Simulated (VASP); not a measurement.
Pb, 1 atom in the cell. Symmetry: Fm-3m, No. 225, cubic system. The conventional cell has a = 4.950 Å, b = 4.950 Å, c = 4.950 Å, α = 90.00°, β = 90.00°, γ = 90.00°. Pb (site symmetry m-3m) has 12 Pb at 3.50 Å within 4.6 Å. 

```yaml
Program: VASP 6.6.1
Task: single point
Functional: PBEsol
Dispersion: D4
Potentials_or_basis: VASP PAW PBE potentials, release 64 (Pb_d)
Cutoff: 520 eV
k_mesh: 9 × 9 × 9
Occupations: fermi-dirac, width 0.05 eV
Spin: no spin polarisation
Dipole_correction: no
Further_INCAR_settings: ALGO = Fast; EDIFF = 1e-07; NBANDS = 13
```

Potentials or basis: VASP PAW PBE potentials, release 64 (Pb_d).

Run with:

```sh
$ cat potpaw_PBE.64/Pb_d/POTCAR > POTCAR
$ mpirun -np 1 vasp_std > vasp.out
```

Hardware: 1 thread of Intel(R) Xeon(R) Platinum 8259CL CPU @ 2.50GHz (Skylake/Cascade Lake), on a shared host.

**Question.** How long does it take, and how much memory?

**Answer.** Wall time 26 s on 1 thread of Intel(R) Xeon(R) Platinum 8259CL CPU @ 2.50GHz (Skylake/Cascade Lake), on a shared host, peak memory 0.16 GiB. Counts: scf iterations 14, k points 35.
